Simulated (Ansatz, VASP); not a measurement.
**One calculation of Si2SnB3, two programs**

```xyz
6
Lattice="3.3129 -3.9186 0.0000 3.3129 3.9186 0.0000 0.0000 0.0000 2.9487" Properties=species:S:1:pos:R:3 pbc="T T T"
Si    1.6565    1.9593    1.4743
Si    1.6565   -1.9593    1.4743
Sn    3.3129    0.0000    0.0000
B     3.3129    3.0354    0.0000
B     3.3129   -3.0354    0.0000
B     0.0000    0.0000    1.4743
```

Change from the starting cell: species swapped into the LaNi3Rh2 type (Cmmm, No. 65).

Alike in both runs: functional PBE; k mesh 8 × 8 × 12; occupations gaussian, width 0.1 eV; no spin polarisation.

Ansatz relaxed the structure, and its values are those at the end. VASP's run is a single point on that final structure, the one shown.

|  | VASP | Ansatz |
| --- | --- | --- |
| version | VASP 6.6.1 | Ansatz 0.2.0 |
| potentials or method | VASP PAW PBE potentials, release 64 (Si, Sn_d, B), cutoff 520 eV | scalar-relativistic, plane waves, PAW |
| valence electrons in the cell | 31 | 31 |

```tsv
	VASP	Ansatz	Ansatz less VASP
gap on the k mesh at the Fermi level (eV)	none	none	-
pressure (GPa)	0.0	0.0	+0.02
```

A gap of «none» marks a metal or a gap that the smearing closes.
